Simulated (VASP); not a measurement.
Crystal: Ir.

```
CELL_PARAMETERS angstrom
0.00000 1.80609 1.95112
1.80609 0.00000 1.95112
1.80609 1.80609 0.00000
ATOMIC_POSITIONS crystal
Ir 0.00000 0.00000 0.00000
```

This cell differs from its parent crystal: volume 12.729 Å^3 an atom, c/a of the conventional cell 1.0803.

Base run:

```yaml
Program: VASP 6.6.1
Functional: LDA
Potentials_or_basis: VASP PAW LDA potentials, release 64 (Ir_sv_GW)
Cutoff: 500 eV
k_mesh: 22 × 22 × 22
Occupations: gaussian, width 0.15 eV
Spin: no spin polarisation
```

Its results: pressure 42.0 GPa.

Task: The run is repeated on the same cell with these changes: potentials or basis from VASP PAW LDA potentials, release 64 (Ir_sv_GW) to VASP PAW LDA potentials, release 64 (Ir); cutoff from 500 eV to 520 eV; further incar settings from ALGO = Normal; EDIFF = 1e-06; NBANDS = 14 to ALGO = Normal; EDIFF = 1e-07; NBANDS = 10; valence electrons from 17 to 9. What comes out?

Result: Pressure 47.5 GPa.
